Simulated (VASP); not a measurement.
Ag, 1 atom in the cell. Symmetry: Fm-3m, No. 225, cubic system. The conventional cell has a = 4.090 Å, b = 4.090 Å, c = 4.090 Å, α = 90.00°, β = 90.00°, γ = 90.00°. Ag (site symmetry m-3m) has 12 Ag at 2.89 Å within 3.8 Å. 

* Program: VASP 6.6.1
* Task: relaxation of cell and atoms
* Functional: PBE
* Potentials or basis: VASP PAW PBE potentials, release 64 (Ag)
* Cutoff: 600 eV
* k mesh: 24 × 24 × 24
* Occupations: gaussian, width 0.1 eV
* Spin: no spin polarisation
* Dipole correction: no
* Further INCAR settings: ALGO = Normal; EDIFF = 1e-06; IBRION = 2; EDIFFG = -0.003; NSW = 80; ISIF = 3

Potentials or basis: VASP PAW PBE potentials, release 64 (Ag).

The run is started by

```bash
$ cat potpaw_PBE.64/Ag/POTCAR > POTCAR
$ mpirun -np 1 vasp_std > vasp.out
```

Hardware: 1 thread of Intel(R) Xeon(R) 6975P-C (Granite Rapids) (shared host).

**Question.** How long does it take, and how much memory?

**Answer.** Run time: 110 s on 1 thread of Intel(R) Xeon(R) 6975P-C (Granite Rapids) (shared host), peak memory 0.22 GiB. Counts: scf iterations 59, k points 413, ion steps 16.
